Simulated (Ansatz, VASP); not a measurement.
## One calculation of MgO, two programs

```
Mg O
1.0
     3.00792    0.00000    0.00000
     0.00000    3.00792    0.00000
     0.00000    0.00000   25.63461
Mg O
6 6
Direct
  0.50000 0.50000 0.29350
  0.00000 0.00000 0.37534
  0.50000 0.50000 0.45855
  0.00000 0.00000 0.54145
  0.50000 0.50000 0.62466
  0.00000 0.00000 0.70650
  0.00000 0.00000 0.29160
  0.50000 0.50000 0.37571
  0.00000 0.00000 0.45850
  0.50000 0.50000 0.54150
  0.00000 0.00000 0.62429
  0.50000 0.50000 0.70840
```

Alike in both runs: functional PBE; k mesh 9 × 9 × 1; occupations gaussian, width 0.05 eV; no spin polarisation.

Ansatz relaxed the structure, and its values are those at the end. VASP's run is a single point on that final structure, the one shown.

|  | VASP | Ansatz |
| --- | --- | --- |
| version | VASP 6.6.1 | Ansatz 0.2.0 |
| potentials or method | VASP PAW PBE potentials, release 64 (Mg, O), cutoff 520 eV | scalar-relativistic, plane waves, PAW |
| valence electrons in the cell | 48 | 96 |

VASP gave:

* gap on the k mesh at the Fermi level (eV): 3.58
* least direct gap on the mesh (eV): 3.58
* rms of the force components (eV/Å): 0.010

Problem. What did Ansatz give for the same quantities?

Solution. gap on the k mesh at the Fermi level (eV): 3.60; least direct gap on the mesh (eV): 3.60; rms of the force components (eV/Å): 0.006.

With one functional, cell and mesh, what is left measures potentials, basis and numerics. VASP's potentials hold 48 valence electrons a cell and Ansatz's 96, so a difference there can come from the potentials and not from the codes. Ansatz's warnings: xc potential rough in thin density.
